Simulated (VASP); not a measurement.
BN (zincblende type):

```
B N
1.0
     0.00000    2.15443    2.15443
     2.15443    0.00000    2.15443
     2.15443    2.15443    0.00000
B N
1 1
Direct
  0.00000 0.00000 0.00000
  0.25000 0.25000 0.25000
```

```yaml
Program: VASP 6.6.1
Task: relaxation of cell and atoms
Functional: PBEsol
Potentials_or_basis: VASP PAW PBE potentials, release 64 (B, N)
Cutoff: 600 eV
k_mesh: 17 × 17 × 17
Occupations: fermi-dirac, width 0.08 eV
Spin: no spin polarisation
```

At the start: pressure -73.9 GPa; volume 10.00 Å³/atom.

Task: Where does the relaxation end?

Result: Over 6 steps the energy falls by 1475.5 meV/atom and the volume is 5.87 Å³/atom (-41.3 %); space group F-43m (No. 216, to 0.05 Å).

Step by step:
```
step  energy change (eV)  largest force (eV/Å)  pressure (GPa)  volume (Å³)
   1              0.0000                0.0000          -73.94        20.00
   2             -2.1552                0.0000          128.92         9.39
   3             -2.9503                0.0000           -2.77        11.83
   4             -2.9507                0.0000            1.68        11.69
   5             -2.9508                0.0000           -1.58        11.79
   6             -2.9510                0.0000            0.01        11.74
```

Final structure:
```xyz
2
Lattice="0.0000 1.8040 1.8040 1.8040 0.0000 1.8040 1.8040 1.8040 0.0000" Properties=species:S:1:pos:R:3 pbc="T T T"
B     0.0000    0.0000    0.0000
N     0.9020    0.9020    0.9020
```

Caveat: the volume moved by over 15 % at a fixed basis, so the end points are rough; the PAW data sets were made with another functional, which shifts forces and pressure a little.
